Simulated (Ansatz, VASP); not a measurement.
**Two plane-wave programs on Ni**

Contents of POSCAR:

```
Ni
1.0
    0.0000000000      1.7585000000      1.7585000000
    1.7585000000      0.0000000000      1.7585000000
    3.5170000000      3.5170000000      0.0000000000
Ni
2
Direct
    0.0000000000      0.0000000000      0.0000000000
    0.0000000000      0.0000000000      0.5000000000
```

Contents of INCAR.step1:

```
SYSTEM = Ni
PREC     = Accurate       ! precision mode
ENCUT    = 520            ! plane-wave cutoff, eV
ISMEAR   = -1             ! smearing method
SIGMA    = 0.1            ! smearing width, eV
LREAL    = .False.        ! projectors in reciprocal space
LASPH    = .True.         ! aspherical terms in the spheres
NELM     = 150            ! most SCF steps
ISPIN    = 2              ! spin polarisation
MAGMOM   = 0.8 -0.8       ! initial moments
LMAXMIX  = 4              ! l up to which the mixer works
NBANDS   = 21             ! bands
GGA      = PE             ! functional
ALGO     = Normal         ! electronic algorithm
EDIFF    = 1E-4           ! SCF threshold, eV
LWAVE    = .True.         ! write WAVECAR
LCHARG   = .False.        ! write CHGCAR
```

The input INCAR.step2:

```
SYSTEM = Ni
PREC     = Accurate       ! precision mode
ENCUT    = 520            ! plane-wave cutoff, eV
EDIFF    = 1E-6           ! SCF threshold, eV
ISMEAR   = -1             ! smearing method
SIGMA    = 0.1            ! smearing width, eV
LREAL    = .False.        ! projectors in reciprocal space
LASPH    = .True.         ! aspherical terms in the spheres
NELM     = 150            ! most SCF steps
ALGO     = Normal         ! electronic algorithm
ISIF     = 2              ! what is computed and relaxed
LWAVE    = .False.        ! write WAVECAR
LCHARG   = .False.        ! write CHGCAR
ISPIN    = 2              ! spin polarisation
MAGMOM   = 0.8 -0.8       ! initial moments
LORBIT   = 11             ! projections on sites
LMAXMIX  = 4              ! l up to which the mixer works
METAGGA  = R2SCAN         ! meta-GGA
LMIXTAU  = .True.       
NBANDS   = 21             ! bands
ISTART   = 1
```

The input KPOINTS:

```
Automatic mesh
0
Gamma
  12 12 6
  0 0 0
```

Input for Ansatz:

```yaml
crystal:
  lattice:
    - [0.0, 1.7585, 1.7585]
    - [1.7585, 0.0, 1.7585]
    - [3.517, 3.517, 0.0]
  atoms:
    - { symbol: Ni, position: [0.0, 0.0, 0.0], spin: 0.8 }
    - { symbol: Ni, position: [0.0, 0.0, 0.5], spin: -0.8 }
magnetization:
  spin_polarized: true
hamiltonian:
  xc: r2scan
  pseudopotentials: { kind: paw }
basis:
  ecutwfc: 500
kpoints:
  mp_grid: { grid: [12, 12, 6] }
scf:
  occupations: { method: fermi_dirac, width: 0.1 }
  lower_state_search: "off"
output:
  forces: true
  stress: true
```

Change from the starting cell: moments +- scaled by 0.4, plain SCF.

Alike in both runs: task single point; functional r2SCAN; k mesh 12 × 12 × 6; occupations fermi-dirac, width 0.1 eV; collinear spin.

|  | VASP | Ansatz |
| --- | --- | --- |
| version | VASP 6.6.1 | Ansatz 0.2.0 |
| potentials or method | VASP PAW PBE potentials, release 64 (Ni), cutoff 520 eV | PAW, plane waves, scalar-relativistic |
| valence electrons in the cell | 20 | 36 |

|  | VASP | Ansatz | Ansatz less VASP |
| --- | --- | --- | --- |
| pressure (GPa) | -8.5 | -7.7 | +0.81 |
| traceless stress, the component that is largest in VASP (GPa) | 0.00 | 0.71 | +0.709 |
| net moment per atom (μB) | 0.00 | 0.00 | 0.000 |
| size of the moment on the site where the two differ most (μB) | 0.00 | 0.48 | +0.479 |

VASP's potentials were made for PBE, not for r2SCAN. Site moments also hang on the region over which each program counts them. VASP's potentials hold 20 valence electrons a cell and Ansatz's 36, so a difference there can come from the potentials and not from the codes. Ansatz's warnings: stability check not made.
